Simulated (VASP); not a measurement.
Li: single point with PBEsol

Li:

```
CELL_PARAMETERS angstrom
2.22644 0.00000 0.00000
-1.11322 1.92815 0.00000
0.00000 0.00000 3.72227
ATOMIC_POSITIONS crystal
Li 0.33333 0.66667 0.25000
Li 0.66667 0.33333 0.75000
```

This isn't the form of Li at room conditions, which is bcc.

```json
{"Program": "VASP 6.6.1", "Task": "single point", "Functional": "PBEsol", "Potentials or basis": "VASP PAW PBE potentials, release 64 (Li_sv)", "Cutoff": "520 eV", "k mesh": "16 × 16 × 9", "Occupations": "fermi-dirac, width 0.1 eV", "Spin": "no spin polarisation"}
```

| Property | Result |
| --- | --- |
| Band gap on the k mesh | zero (bands 3 and 4 overlap by 5.55 eV) |

Levels at points of the mesh, in eV from the Fermi level:
```
           k point  band 1  band 2  band 3  band 4  band 5  band 6  band 7
(0.00, 0.00, 0.00)  -45.16  -44.72   -3.84   -0.94    7.75   23.60   23.60
(0.50, 0.00, 0.00)  -44.68  -44.55   -0.43    2.68    8.16    9.93   13.10
```

It took 13 s on 1 thread of AMD EPYC 7R13 Processor (Zen 3), with other jobs on the host, peak memory 0.1 GiB.
